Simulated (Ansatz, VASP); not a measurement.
## GaSbTe2S: VASP beside Ansatz

INCAR

```
SYSTEM = GaSbTe2S
PREC = Accurate ; ENCUT = 520
EDIFF = 1E-6 ; ISMEAR = 0
SIGMA = 0.1 ; LREAL = .FALSE.
LASPH = .TRUE. ; NELM = 80
ALGO = Normal ; ISIF = 2
LWAVE = .FALSE. ; LCHARG = .FALSE.
GGA = PE ; NBANDS = 26
```

Contents of KPOINTS:

```
regular mesh
0
G
  6 4 4
  0 0 0
```

POSCAR

```
GaSbTe2S
1.0
    3.2980240500      0.0000000000      0.0000000000
    0.0000000000      7.1046929100      0.0000000000
    0.0000000000      0.0000000000      7.1662435500
Ga Sb Te S
1 1 2 1
Direct
    0.5000000000      0.0000000000      0.0000000000
    0.5000000000      0.5000000000      0.0000000000
    0.5000000000      0.2303579700      0.0000000000
    0.5000000000      0.7696420300      0.0000000000
    0.0000000000      0.5000000000      0.5000000000
```

Input for Ansatz:

```yaml
crystal:
  lattice:
    - [3.29802405, 0.0, 0.0]
    - [0.0, 7.10469291, 0.0]
    - [0.0, 0.0, 7.16624355]
  atoms:
    - { symbol: Ga, position: [0.5, 0.0, 0.0] }
    - { symbol: Sb, position: [0.5, 0.5, 0.0] }
    - { symbol: Te, position: [0.5, 0.23035797, 0.0] }
    - { symbol: Te, position: [0.5, 0.76964203, 0.0] }
    - { symbol: S, position: [0.0, 0.5, 0.5] }
basis:
  ecutwfc: 420
kpoints:
  mp_grid: { grid: [6, 4, 4] }
hamiltonian:
  xc: pbe
scf:
  occupations: { method: gaussian, width: 0.1 }
  lower_state_search: "off"
output:
  forces: true
  stress: true
  eigenvalues: true
```

Alike in both runs: task single point; functional PBE; k mesh 6 × 4 × 4; occupations gaussian, width 0.1 eV; no spin polarisation.

```csv
,VASP,Ansatz
version,VASP 6.6.1,Ansatz 0.2.0
potentials or method,"VASP PAW PBE potentials, release 64 (Ga_d, Sb, Te, S), cutoff 520 eV","scalar-relativistic, plane waves, PAW"
valence electrons in the cell,36,66
```

```tsv
	VASP	Ansatz	Ansatz less VASP
gap on the k mesh at the Fermi level (eV)	none	none	-
rms of the force components (eV/Å)	5.203	6.353	+1.1494
```

Atom by atom the forces differ by 1.149 eV/Å (rms over components). A gap of «none» marks a metal or a gap that the smearing closes. VASP's potentials hold 36 valence electrons a cell and Ansatz's 66, so a difference there can come from the potentials and not from the codes.

Spin-orbit coupling is off throughout.
